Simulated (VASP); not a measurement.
A run of VASP 6.6.1:

File INCAR:

```
PREC = Accurate
ENCUT = 520
EDIFF = 1E-7
ISMEAR = -1
SIGMA = 0.05
LREAL = F
LASPH = T
NELM = 100
ALGO = Normal
ISIF = 2
LWAVE = F
LCHARG = F
NBANDS = 12
```

The input KPOINTS:

```
regular mesh
0
Gamma
  13 13 13
```

POSCAR

```
As
1.0
    1.9173444466      1.1069793324      3.4857700000
   -1.9173444466      1.1069793324      3.4857700000
    0.0000000000     -2.2139586648      3.4857700000
As
2
Direct
    0.2275400000      0.2275400000      0.2275400000
    0.7724600000      0.7724600000      0.7724600000
```

Potentials or basis: VASP PAW LDA potentials, release 64 (As).

Command:

```sh
$ cat potpaw_LDA.64/As/POTCAR > POTCAR
$ mpirun -np 1 vasp_std > vasp.out
```

Hardware: 1 thread of AMD EPYC 9R45 96-Core Processor (Zen 5) (shared host).

Question: Estimate the wall time of this run.

Answer: It took 39 s on 1 thread of AMD EPYC 9R45 96-Core Processor (Zen 5), on a shared host, peak memory 0.2 GiB. Counts: scf iterations 11, k points 231.
